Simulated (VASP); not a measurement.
# Si16C (a cell with a defect) in VASP: single point with LDA

Aim: the single point of Si16C (a cell with a defect) with LDA.

Program: VASP 6.6.1. These are calculated values, not measurements. Logs are shortened: lines on timing, memory, paths and dates and some standing lists are left out, and cuts for length are marked.

## Step 1: The cell of the first run

The cell holds a defect, 17 atoms: a = 7.679 Å, b = 7.679 Å, c = 7.679 Å, α = 60.00°, β = 60.00°, γ = 60.00°.

## Step 2: Single point, LDA, collinear spin, ferromagnetic start

File INCAR:

```
SYSTEM = Si16C
PREC = Accurate
ENCUT = 520
EDIFF = 1E-6
ISMEAR = 0
SIGMA = 0.02
LREAL = Auto
LASPH = .TRUE.
NELM = 150
ALGO = Normal
ISIF = 2
LWAVE = .FALSE.
LCHARG = .TRUE.
ISPIN = 2
MAGMOM = 0 0 0 0 0 0 0 0 0 0 0 0 0 0 0 0 1
LORBIT = 11
LELF = .TRUE.
LVHAR = .TRUE.
NBANDS = 52
```

File KPOINTS:

```
regular mesh
0
G
  2 2 2
  0 0 0
```

File POSCAR:

```
Si16C
1.0
    0.0000000000      5.4300000000      5.4300000000
    5.4300000000      0.0000000000      5.4300000000
    5.4300000000      5.4300000000      0.0000000000
Si C
16 1
Direct
    0.0151103758     -0.0089296952     -0.0218664288
    0.1202359884      0.1248526061      0.1133225285
   -0.0045546376     -0.0226788582      0.4801298703
    0.1483755389      0.0983592848      0.6030840728
    0.0084977470      0.4980482262     -0.0123261888
    0.1318746119      0.6165514061      0.1192575347
    0.0169852886      0.4730075264      0.4934512289
    0.1325345132      0.6100818644      0.6143023075
    0.4793909275     -0.0269908323      0.0691992672
    0.6412196053      0.1268484780      0.1124274823
    0.5453657477     -0.0212368559      0.4791664434
    0.5648095691      0.1548009654      0.7136642873
    0.5053072646      0.5001088755     -0.0122946254
    0.6358613378      0.6052627614      0.1244646946
    0.4997277823      0.5030574485      0.4991188827
    0.6437400938      0.6110440848      0.6144500619
    0.7266464157      0.9788729840      0.5663315308
```

Potentials or basis: VASP PAW LDA potentials, release 64 (Si, C).

Started as:

```console
cat potpaw_LDA.64/Si/POTCAR potpaw_LDA.64/C/POTCAR > POTCAR
mpirun -np 1 vasp_std > vasp.out
```

OUTCAR:

```text
SYSTEM = Si16C
   PREC = Accurate
   ENCUT = 520
   EDIFF = 1E-6
   ISMEAR = 0
   LREAL = Auto
   LASPH = .TRUE.
   NELM = 150
   ISIF = 2
   ISPIN = 2
   LORBIT = 11

 ion  position               nearest neighbor table
   1  0.015  0.991  0.978-  10 2.35   2 2.35   6 2.35   4 2.35
   2  0.120  0.125  0.113-   9 2.31   3 2.31   5 2.34   1 2.35
   3  0.995  0.977  0.480-  17 1.82   2 2.31   8 2.31   4 2.49  12 2.83
   4  0.148  0.098  0.603-   7 2.35   1 2.35   3 2.49  11 2.49
   5  0.008  0.498  0.988-  14 2.34   2 2.34   6 2.34   8 2.34
   6  0.132  0.617  0.119-  13 2.34   5 2.34   7 2.35   1 2.35
   7  0.017  0.473  0.493-  16 2.34   8 2.34   6 2.35   4 2.35
   8  0.133  0.610  0.614-  15 2.31   3 2.31   5 2.34   7 2.34
   9  0.479  0.973  0.069-  12 2.27  10 2.31   2 2.31  14 2.35
  10  0.641  0.127  0.112-   9 2.31  11 2.31  13 2.34   1 2.35
  11  0.545  0.979  0.479-  17 1.82  10 2.31  16 2.31   4 2.49  12 2.83
  12  0.565  0.155  0.714-  17 1.76   9 2.27  15 2.28  11 2.83   3 2.83
  13  0.505  0.500  0.988-  14 2.34  10 2.34   6 2.34  16 2.34
  14  0.636  0.605  0.124-  13 2.34   5 2.34   9 2.35  15 2.35
  15  0.500  0.503  0.499-  12 2.28   8 2.31  16 2.31  14 2.35
  16  0.644  0.611  0.614-  15 2.31  11 2.31   7 2.34  13 2.34
  17  0.727  0.979  0.566-  12 1.76   3 1.82  11 1.82

  LATTYP: Found a face centered cubic cell.
 ALAT       =    10.8600000000

  Lattice vectors:

 A1 = (   0.0000000000,   5.4300000000,   5.4300000000)
 A2 = (   5.4300000000,   0.0000000000,   5.4300000000)
 A3 = (   5.4300000000,   5.4300000000,   0.0000000000)

Analysis of symmetry for initial positions (statically):
=====================================================================
 Subroutine PRICEL returns:
 Original cell was already a primitive cell.

 Routine SETGRP: Setting up the symmetry group for a
 face centered cubic supercell.

 Subroutine GETGRP returns: Found  1 space group operations
 (whereof  1 operations were pure point group operations)
 out of a pool of 48 trial point group operations.

The static configuration has the point symmetry C_1 .

Analysis of symmetry for dynamics (positions and initial velocities):
=====================================================================
 Subroutine PRICEL returns:
 Original cell was already a primitive cell.

 Routine SETGRP: Setting up the symmetry group for a
 face centered cubic supercell.

 Subroutine GETGRP returns: Found  1 space group operations
 (whereof  1 operations were pure point group operations)
 out of a pool of 48 trial point group operations.

The dynamic configuration has the point symmetry C_1 .

Analysis of structural, dynamic, and magnetic symmetry:
=====================================================================
 Subroutine PRICEL returns:
 Original cell was already a primitive cell.

 Routine SETGRP: Setting up the symmetry group for a
 face centered cubic supercell.

 Subroutine GETGRP returns: Found  1 space group operations
 (whereof  1 operations were pure point group operations)
 out of a pool of 48 trial point group operations.

The overall configuration has the point symmetry C_1 .

 Subroutine INISYM returns: Found  1 space group operations
 (whereof  1 operations are pure point group operations),
 and found     1 'primitive' translations

----------------------------------------------------------------------------------------

                                     Primitive cell

  volume of cell :     320.2060

  direct lattice vectors                    reciprocal lattice vectors
     0.000000000  5.430000000  5.430000000    -0.092081031  0.092081031  0.092081031
     5.430000000  0.000000000  5.430000000     0.092081031 -0.092081031  0.092081031
     5.430000000  5.430000000  0.000000000     0.092081031  0.092081031 -0.092081031

  length of vectors
     7.679179644  7.679179644  7.679179644     0.159489025  0.159489025  0.159489025

  position of ions in fractional coordinates (direct lattice)
     0.015110376  0.991070305  0.978133571
     0.120235988  0.124852606  0.113322528
     0.995445362  0.977321142  0.480129870
     0.148375539  0.098359285  0.603084073
     0.008497747  0.498048226  0.987673811
     0.131874612  0.616551406  0.119257535
[... 9 lines left out ...]
     0.643740094  0.611044085  0.614450062
     0.726646416  0.978872984  0.566331531

  ion indices of the primitive-cell ions
   primitive index   ion index
                 1           1
                 2           2
                 3           3
                 4           4
                 5           5
                 6           6
[... 9 lines left out ...]
                16          16
                17          17

----------------------------------------------------------------------------------------

 KPOINTS: regular mesh

Automatic generation of k-mesh.
 Grid dimensions read from file:
 generate k-points for:    2    2    2

 Generating k-lattice:

  Cartesian coordinates                     Fractional coordinates (reciprocal lattice)
    -0.046040516  0.046040516  0.046040516     0.500000000  0.000000000  0.000000000
     0.046040516 -0.046040516  0.046040516     0.000000000  0.500000000  0.000000000
     0.046040516  0.046040516 -0.046040516     0.000000000  0.000000000  0.500000000

  Length of vectors
     0.079744512  0.079744512  0.079744512

  Shift w.r.t. Gamma in fractional coordinates (k-lattice)
     0.000000000  0.000000000  0.000000000

 Subroutine IBZKPT returns following result:
 ===========================================

 Found      8 irreducible k-points:

 Following reciprocal coordinates:
            Coordinates               Weight
  0.000000  0.000000  0.000000      1.000000
  0.500000  0.000000  0.000000      1.000000
  0.000000  0.500000  0.000000      1.000000
  0.000000  0.000000  0.500000      1.000000
  0.500000  0.500000  0.500000      1.000000
  0.500000  0.500000  0.000000      1.000000
  0.000000  0.500000  0.500000      1.000000
  0.500000  0.000000  0.500000      1.000000
   k-points           NKPTS =      8   k-points in BZ     NKDIM =      8   number of bands    NBANDS=     52
   number of dos      NEDOS =    301   number of ions     NIONS =     17
   total plane-waves  NPLWV = 216000
   dimension x,y,z NGX =    60 NGY =   60 NGZ =   60
   dimension x,y,z NGXF=   120 NGYF=  120 NGZF=  120
   ions per type =              16   1
   NGX,Y,Z   is equivalent  to a cutoff of  12.99, 12.99, 12.99 a.u.
   NGXF,Y,Z  is equivalent  to a cutoff of  25.98, 25.98, 25.98 a.u.
 SYSTEM =  Si16C
   PREC   = accura    normal or accurate (medium, high low for compatibility)
   ISTART =      0    job   : 0-new  1-cont  2-samecut
   ICHARG =      2    charge: 1-file 2-atom 10-const
   ISPIN  =      2    spin polarized calculation?
   LNONCOLLINEAR =      F non collinear calculations
   LSORBIT =      F    spin-orbit coupling
   LASPH  =      T    aspherical Exc in radial PAW
   ENCUT  =  520.0 eV  38.22 Ry    6.18 a.u.  14.28 14.28 14.28*2*pi/ulx,y,z
   NELM   =    150;   NELMIN=  2; NELMDL= -5     # of ELM steps
   EDIFF  = 0.1E-05   stopping-criterion for ELM
   LREAL  =      T    real-space projection
   EDIFFG = 0.1E-04   stopping-criterion for IOM
   NSW    =      0    number of steps for IOM
   IBRION =     -1    ionic relax: 0-MD 1-quasi-New 2-CG
   NFREE  =      0    steps in history (QN), initial steepest desc. (CG)
   ISIF   =      2    stress and relaxation
   ISYM   =      2    0-nonsym 1-usesym 2-fastsym
   POTIM  = 0.5000    time-step for ionic-motion
   TEBEG  =    0.0;   TEEND  =   0.0 temperature during run
   PSTRESS=    0.0 pullay stress
   NELECT =      68.0000    total number of electrons
   NUPDOWN=      -1.0000    fix difference up-down
   EMIN   =  10.00;   EMAX   =-10.00  energy-range for DOS
   EFERMI =   0.00;   METHOD = LEGACY
   ISMEAR =     0;   SIGMA  =   0.02  broadening in eV -4-tet -1-fermi 0-gaus
   EFERMI_NEDOS =   21; number of points for ismear=-14 and -15
   IALGO  =     38    algorithm
   IMIX   =      4    mixing-type and parameters
     AMIX     =   0.40;   BMIX     =  1.00
     AMIX_MAG =   1.60;   BMIX_MAG =  1.00
  volume/ion in A,a.u.               =      18.84       127.11
  Fermi-wavevector in a.u.,A,eV,Ry     =   0.976715  1.845724 12.979587  0.953973
  Thomas-Fermi vector in A             =   2.107356
   LORBIT       =     11    0 simple, 1 ext, 2 COOP (PROOUT), +10 PAW based schemes
   GGA     = CA    functional components
   LHFCALC =     F    Hartree Fock is set to
   AEXX    =    0.0000 exact exchange contribution
   IVDW    =     0    specifies the selected vdW correction
   LEPSILON=     F    determine dielectric tensor
   LRPA    =     F    only Hartree local field effects (RPA)
 spin polarized calculation
 Gauss-broadening in eV      SIGMA  =   0.02
  energy-cutoff  :      520.00
  volume of cell :      320.21
 maximum number of plane-waves:      8646
 NGX is ok and might be reduce to    60
   NGX = 29   NGY = 29   NGZ = 29

 number of electron      68.0000000 magnetization       0.0013211

 number of electron      68.0000000 magnetization      -0.0000376

 Free energy of the ion-electron system (eV)
  ---------------------------------------------------
  ext. energy  EPLUGINS =         0.00000000
  ---------------------------------------------------
  free energy    TOTEN  =      -100.76779256 eV

  energy without entropy =     -100.76773479  energy(sigma->0) =     -100.76776367

 E-fermi :   6.2164     XC(G=0):  -9.7480

 val. band max:        6.1770305082   @ k =   0.0000   0.0000   0.5000
 cond. band min:       6.2558871477   @ k =   0.0000   0.0000   0.0000
 fundamental gap:      0.0788566396
 Fermi energy:         6.2164492971

 spin component 1

 k-point     1 :       0.0000    0.0000    0.0000
  band No.  band energies     occupation
      1      -7.0737      1.00000
      2      -5.3554      1.00000
      3      -3.9174      1.00000
      4      -3.8723      1.00000
      5      -3.7703      1.00000
      6      -2.9723      1.00000
[... 38 lines left out ...]
     45       8.3134      0.00000
     46       8.3154      0.00000
[... 301 lines left out ...]
      5      -4.1803      1.00000
      6      -3.9313      1.00000
[... 38 lines left out ...]
     45       9.9909      0.00000
     46      10.0800      0.00000
 Fermi energy:         6.2164492971

 spin component 2

 k-point     1 :       0.0000    0.0000    0.0000
  band No.  band energies     occupation
      1      -7.0737      1.00000
      2      -5.3554      1.00000
      3      -3.9174      1.00000
      4      -3.8723      1.00000
      5      -3.7703      1.00000
      6      -2.9723      1.00000
[... 38 lines left out ...]
     45       8.3134      0.00000
     46       8.3154      0.00000
[... 301 lines left out ...]
      5      -4.1803      1.00000
      6      -3.9313      1.00000
[... 38 lines left out ...]
     45       9.9909      0.00000
     46      10.0800      0.00000
 [bands above 46 left out]

------------------------ aborting loop because EDIFF is reached ----------------------------------------

  FORCE on cell =-STRESS in cart. coord.  units (eV):
  Direction    XX          YY          ZZ          XY          YZ          ZX
  --------------------------------------------------------------------------------------
  -------------------------------------------------------------------------------------
  Total        6.9170037     -1.1161454     -1.1485434      0.1514977     -1.8245530     -0.1109096
  in kB       34.6098015     -5.5847260     -5.7468319      0.7580312     -9.1293019     -0.5549454
  external PRESSURE =       7.7594145 kB  Pullay stress =       0.0000000 kB

 VOLUME and BASIS-vectors are now :
 -----------------------------------------------------------------------------
  energy-cutoff  :      520.00
  volume of cell :      320.21
      direct lattice vectors                 reciprocal lattice vectors
     0.000000000  5.430000000  5.430000000    -0.092081031  0.092081031  0.092081031
     5.430000000  0.000000000  5.430000000     0.092081031 -0.092081031  0.092081031
     5.430000000  5.430000000  0.000000000     0.092081031  0.092081031 -0.092081031

 POSITION                                       TOTAL-FORCE (eV/Angst)
 -----------------------------------------------------------------------------------
     10.69278      5.39331      5.46356         0.005251      0.004206      0.005190
      1.29329      1.26822      1.33083        -0.003569     -0.007707      0.004266
      7.91396      8.01237     10.71212         0.011929     -0.000298      0.025544
      3.80884      4.08043      1.33977        -0.007740      0.011254      0.007284
      8.06747      5.40921      2.75054         0.007903     -0.004461     -0.000743
      3.99544      1.36365      4.06395        -0.001717      0.001505      0.003610
[... 9 lines left out ...]
      6.65443      6.83197      6.81348         0.006694     -0.018362      0.004135
      8.39046      7.02087      9.26097        -0.024901      0.008509     -0.008430
 -----------------------------------------------------------------------------------
    total drift:                                0.002461     -0.003708     -0.000839

  FREE ENERGIE OF THE ION-ELECTRON SYSTEM (eV)
  ---------------------------------------------------
  free  energy   TOTEN  =      -100.7677925556 eV

  energy  without entropy=     -100.7677347868  energy(sigma->0) =     -100.76776367

 total charge

# of ion       s       p       d       tot
------------------------------------------
    1        0.748   0.958   0.000   1.706
    2        0.756   0.964   0.000   1.720
    3        0.756   0.934   0.000   1.689
    4        0.759   0.900   0.000   1.660
    5        0.748   0.963   0.000   1.710
    6        0.744   0.967   0.000   1.711
[... 9 lines left out ...]
   16        0.760   0.958   0.000   1.718
   17        0.874   1.622   0.000   2.496
--------------------------------------------------
tot         12.974  16.895   0.000  29.869

 magnetization (x)

# of ion       s       p       d       tot
------------------------------------------
    1        0.000  -0.000   0.000  -0.000
    2        0.000   0.000   0.000   0.000
    3       -0.000  -0.000   0.000  -0.000
    4       -0.000  -0.000   0.000  -0.000
    5        0.000   0.000   0.000   0.000
    6        0.000   0.000   0.000   0.000
[... 9 lines left out ...]
   16        0.000   0.000   0.000   0.000
   17        0.000   0.000   0.000   0.000
--------------------------------------------------
tot         -0.000   0.000   0.000  -0.000
```

Wall time 6.8 min (1 thread of Intel Xeon Platinum 8259CL at 2.50GHz (Skylake/Cascade Lake), shared host); peak memory 0.48 GiB.

Results:

- Free energy: -100.7678 eV
- Pressure: 0.8 GPa
- Largest force: 0.033 eV/Å
- Band gap on the k mesh: zero (filled and empty bands overlap)
- Net moment: 0.00 μB per cell
- Valence electrons inside the program's atomic spheres: Si 1.71, 1.72, 1.69, 1.66, 1.74, 1.73, 1.70; C 2.50

Forces on the atoms (eV/Å):
```
Si   0.005  0.004  0.005
Si  -0.004 -0.008  0.004
Si   0.012  0.000  0.026
Si  -0.008  0.011  0.007
Si   0.008 -0.004 -0.001
Si  -0.002  0.002  0.004
Si   0.001  0.003  0.002
Si  -0.006  0.002 -0.014
Si   0.000 -0.006 -0.005
Si  -0.001 -0.003 -0.003
Si  -0.006 -0.003 -0.019
Si   0.030  0.010  0.007
Si  -0.011  0.004 -0.002
Si   0.001 -0.003 -0.003
Si  -0.002  0.000 -0.005
Si   0.007 -0.018  0.004
C   -0.025  0.009 -0.008
```

Levels at points of the mesh, in eV from the Fermi level:
Spin up:
| k point | band 31 | band 32 | band 33 | band 34 | band 35 | band 36 | band 37 | band 38 |
| --- | --- | --- | --- | --- | --- | --- | --- | --- |
| (0.00, 0.00, 0.00) | -1.16 | -0.73 | -0.43 | -0.41 | -0.38 | 0.04 | 0.30 | 0.48 |
| (0.50, 0.00, 0.00) | -1.33 | -1.21 | -0.94 | -0.14 | 0.70 | 0.70 | 1.03 | 1.11 |
| (0.00, 0.50, 0.00) | -1.16 | -1.13 | -1.03 | -0.07 | 0.57 | 0.73 | 0.98 | 1.04 |
| (0.00, 0.00, 0.50) | -1.21 | -1.21 | -0.93 | -0.04 | 0.57 | 0.67 | 0.94 | 1.08 |
| (0.50, 0.50, 0.50) | -1.33 | -1.22 | -0.94 | -0.13 | 0.69 | 0.71 | 1.04 | 1.10 |
| (0.50, 0.50, 0.00) | -1.77 | -1.62 | -0.95 | -0.82 | 0.84 | 1.14 | 1.38 | 1.89 |
| (0.00, 0.50, 0.50) | -1.74 | -1.68 | -1.11 | 0.32 | 0.53 | 1.02 | 1.45 | 1.76 |
| (0.50, 0.00, 0.50) | -1.76 | -1.62 | -0.95 | -0.82 | 0.84 | 1.13 | 1.38 | 1.89 |
Spin down:
```csv
k point,band 32,band 33,band 34,band 35,band 36,band 37
"(0.00, 0.00, 0.00)",-0.73,-0.43,-0.41,-0.38,0.04,0.30
"(0.50, 0.00, 0.00)",-1.21,-0.94,-0.14,0.70,0.70,1.03
"(0.00, 0.50, 0.00)",-1.13,-1.03,-0.07,0.57,0.73,0.98
"(0.00, 0.00, 0.50)",-1.21,-0.93,-0.04,0.57,0.67,0.94
"(0.50, 0.50, 0.50)",-1.22,-0.94,-0.13,0.69,0.71,1.04
"(0.50, 0.50, 0.00)",-1.62,-0.95,-0.82,0.84,1.14,1.38
"(0.00, 0.50, 0.50)",-1.68,-1.11,0.32,0.53,1.02,1.45
"(0.50, 0.00, 0.50)",-1.62,-0.95,-0.82,0.84,1.13,1.38
```

Caveat: the k points lie up to 0.50 Å⁻¹ apart.
